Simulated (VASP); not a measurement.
A run of VASP 6.6.1 is set up as follows.

Contents of INCAR:

```
SYSTEM = Si
PREC = Accurate
ENCUT = 500
EDIFF = 1E-7
ISMEAR = -1
SIGMA = 0.02
LREAL = .False.
LASPH = .True.
NELM = 120
ALGO = Normal
ISIF = 3
LWAVE = .False.
LCHARG = .False.
GGA = PS
IBRION = 2
NSW = 100
EDIFFG = -0.005
GGA_COMPAT = .False.
NELMIN = 4
```

Contents of KPOINTS:

```
Automatic mesh
0
Gamma
  8 8 8
  0 0 0
```

Contents of POSCAR:

```
Si
1.0
    0.0000000000      2.7218511900      2.7218511900
    2.7218511900      0.0000000000      2.7218511900
    2.7218511900      2.7218511900      0.0000000000
Si
2
Direct
    0.7500000000      0.7500000000      0.7500000000
    0.5000000000      0.5000000000      0.5000000000
```

Potentials or basis: VASP PAW PBE potentials, release 64 (Si).

Run with:

```console
$ cat potpaw_PBE.64/Si/POTCAR > POTCAR
$ mpirun -np 1 vasp_std > vasp.out
```

(1) Estimate the relaxed cell.

(2) Predict the relaxed volume.

(3) What does it give for the space group after relaxing (to 0.05 Å)?

(4) Estimate the band gap on the k mesh.

Results:

(1) a = 3.844 Å, b = 3.844 Å, c = 3.844 Å, α = 60.00°, β = 60.00°, γ = 60.00°.

(2) 20.08 Å³/atom.

(3) Fd-3m (No. 227).

(4) 0.51 eV, indirect (least direct gap 2.52 eV).

Caveat: the PAW data sets were made with another functional, which shifts forces and pressure a little.
